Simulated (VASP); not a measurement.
Write the native input for VASP 6.6.1 that does the following.

```
Task                   : relaxation of volume and atoms at fixed shape
Functional             : LDA
Potentials or basis    : VASP PAW LDA potentials, release 64 (Sc_sv, F)
Cutoff                 : 600 eV
k mesh                 : 4 × 4 × 4
Occupations            : gaussian, width 0.05 eV
Spin                   : no spin polarisation
Dipole correction      : no
Further INCAR settings : ALGO = Normal; EDIFF = 1e-07; IBRION = 2; EDIFFG = -0.03; NSW = 80; ISIF = 8
```

The structure of ScF3 lies in POSCAR:

```
ScF3
1.0
    2.6222245000      1.5139420210      4.7030738333
   -2.6222245000      1.5139420210      4.7030738333
    0.0000000000     -3.0278840419      4.7030738333
Sc F
2 6
Direct
    0.5000000000      0.5000000000      0.5000000000
    0.0000000000      0.0000000000      0.0000000000
    0.3523000000      0.7500000000      0.1477000000
    0.7500000000      0.1477000000      0.3523000000
    0.2500000000      0.8523000000      0.6477000000
    0.1477000000      0.3523000000      0.7500000000
    0.6477000000      0.2500000000      0.8523000000
    0.8523000000      0.6477000000      0.2500000000
```

The input as run:

INCAR

```
  PREC = Accurate
  ENCUT = 600
  EDIFF = 1E-7
  ISMEAR = 0
  SIGMA = 0.05
  LREAL = F
  LASPH = T
  NELM = 120
  ALGO = Normal
  ISIF = 8
  LWAVE = F
  LCHARG = F
  GGA = CA
  IBRION = 2
  NSW = 80
  EDIFFG = -0.03
  GGA_COMPAT = F
  NELMIN = 4
```

KPOINTS

```
Automatic mesh
0
Gamma
  4 4 4
```

Potentials or basis: VASP PAW LDA potentials, release 64 (Sc_sv, F).

Command:

```sh
$ cat potpaw_LDA.64/Sc_sv/POTCAR potpaw_LDA.64/F/POTCAR > POTCAR
$ mpirun -np 1 vasp_std > vasp.out
```

It gave:

- Relaxed volume: 14.06 Å³/atom
- Relaxed cell: a = 5.601 Å, b = 5.601 Å, c = 5.601 Å, α = 55.91°, β = 55.91°, γ = 55.91°
- Space group after relaxing (to 0.1 Å): R-3c (No. 167)
- Energy gained by relaxing: 0.1 meV/atom
- Ionic steps: 3
- Pressure after relaxing: -0.1 GPa
- Largest force after relaxing: 0.018 eV/Å
- Band gap on the k mesh: 6.69 eV

Wall time 2.4 min on 1 thread of AMD EPYC 9R45 96-Core Processor (Zen 5) (shared host), peak memory 0.25 GiB.
